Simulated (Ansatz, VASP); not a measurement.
**One calculation of SiC, two programs**

```
CELL_PARAMETERS angstrom
2.17400 -2.17400 0.00000
2.17400 0.00000 -2.17400
10.87000 7.60900 7.60900
ATOMIC_POSITIONS crystal
Si 0.63543 0.63543 0.06247
Si 0.55210 0.55210 0.89580
Si 0.21877 0.21877 0.22913
Si 0.38543 0.38543 0.56247
Si 0.80210 0.80210 0.39580
Si 0.96877 0.96877 0.72913
C 0.44793 0.44793 0.43747
C 0.86460 0.86460 0.27080
C 0.03127 0.03127 0.60413
C 0.19793 0.19793 0.93747
C 0.61460 0.61460 0.77080
C 0.28127 0.28127 0.10413
```

Alike in both runs: task single point; functional PBE; k mesh 10 × 10 × 2; occupations gaussian, width 0.05 eV; no spin polarisation.

```csv
,VASP,Ansatz
version,VASP 6.6.1,Ansatz 0.2.0
potentials or method,"VASP PAW PBE potentials, release 64 (Si, C), cutoff 520 eV","scalar-relativistic, plane waves, PAW"
valence electrons in the cell,48,48
```

|  | VASP | Ansatz | Ansatz less VASP |
| --- | --- | --- | --- |
| gap on the k mesh at the Fermi level (eV) | 1.03 | 1.04 | +0.006 |
| least direct gap on the mesh (eV) | 1.85 | 1.86 | +0.007 |
| pressure (GPa) | 3.4 | 3.5 | +0.05 |
| traceless stress, the component that is largest in VASP (GPa) | 6.26 | 6.27 | +0.008 |
| rms of the force components (eV/Å) | 0.232 | 0.234 | +0.0019 |

Atom by atom the forces differ by 0.003 eV/Å (rms over components). With one functional, cell and mesh, what is left measures potentials, basis and numerics.
